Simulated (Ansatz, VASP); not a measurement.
# One calculation of SiO2, two programs

Contents of INCAR:

```
PREC = Accurate
ENCUT = 520
EDIFF = 1E-6
ISMEAR = 0
SIGMA = 0.05
LREAL = False
LASPH = True
NELM = 80
ALGO = Normal
ISIF = 2
LWAVE = False
LCHARG = False
NBANDS = 25
```

The input KPOINTS:

```
regular mesh
0
Gamma
  6 6 8
```

Contents of POSCAR:

```
SiO2
1.0
    4.2050000000      0.0000000000      0.0000000000
    0.0000000000      4.2050000000      0.0000000000
    0.0000000000      0.0000000000      2.5974000000
Si O
2 4
Direct
    0.5000000000      0.5000000000      0.5000000000
    0.0000000000      0.0000000000      0.0000000000
    0.6944252994      0.6944252994      0.0000000000
    0.1944252994      0.8055747006      0.5000000000
    0.3055747006      0.3055747006      0.0000000000
    0.8055747006      0.1944252994      0.5000000000
```

Input for Ansatz:

```yaml
crystal:
  lattice:
    - [4.205, 0.0, 0.0]
    - [0.0, 4.205, 0.0]
    - [0.0, 0.0, 2.5974]
  atoms:
    - { symbol: Si, position: [0.5, 0.5, 0.5] }
    - { symbol: Si, position: [0.0, 0.0, 0.0] }
    - { symbol: O, position: [0.6944252994, 0.6944252994, 0.0] }
    - { symbol: O, position: [0.1944252994, 0.8055747006, 0.5] }
    - { symbol: O, position: [0.3055747006, 0.3055747006, 0.0] }
    - { symbol: O, position: [0.8055747006, 0.1944252994, 0.5] }
basis:
  ecutwfc: 520.0
kpoints:
  mp_grid: { grid: [6, 6, 8] }
hamiltonian:
  xc: lda
  pseudopotentials: { kind: paw, azcp: { folder: soft_1 } }
scf:
  occupations: { method: gaussian, width: 0.05 }
output:
  forces: true
  stress: true
  eigenvalues: true
```

Alike in both runs: task single point; functional LDA; k mesh 6 × 6 × 8; occupations gaussian, width 0.05 eV; no spin polarisation.

```csv
,VASP,Ansatz
version,VASP 6.6.1,Ansatz 0.2.0
potentials or method,"VASP PAW LDA potentials, release 64 (Si, O), cutoff 520 eV","scalar-relativistic, plane waves, PAW"
valence electrons in the cell,32,32
```

Ansatz gave:

```
gap on the k mesh at the Fermi level (eV)                     : 5.94
least direct gap on the mesh (eV)                             : 5.94
pressure (GPa)                                                : 2.1
traceless stress, the component that is largest in VASP (GPa) : 12.22
rms of the force components (eV/Å)                            : 0.096
```

Question: Estimate VASP's values.

Answer: gap on the k mesh at the Fermi level (eV): 5.94; least direct gap on the mesh (eV): 5.94; pressure (GPa): 3.2; traceless stress, the component that is largest in VASP (GPa): 13.03; rms of the force components (eV/Å): 0.073.

Ansatz warns that its potentials were made for another functional, while VASP's fit it. LDA's correlation is that of Perdew and Zunger in VASP and of Perdew and Wang (1992) in Ansatz. Atom by atom the forces differ by 0.023 eV/Å (rms over components).
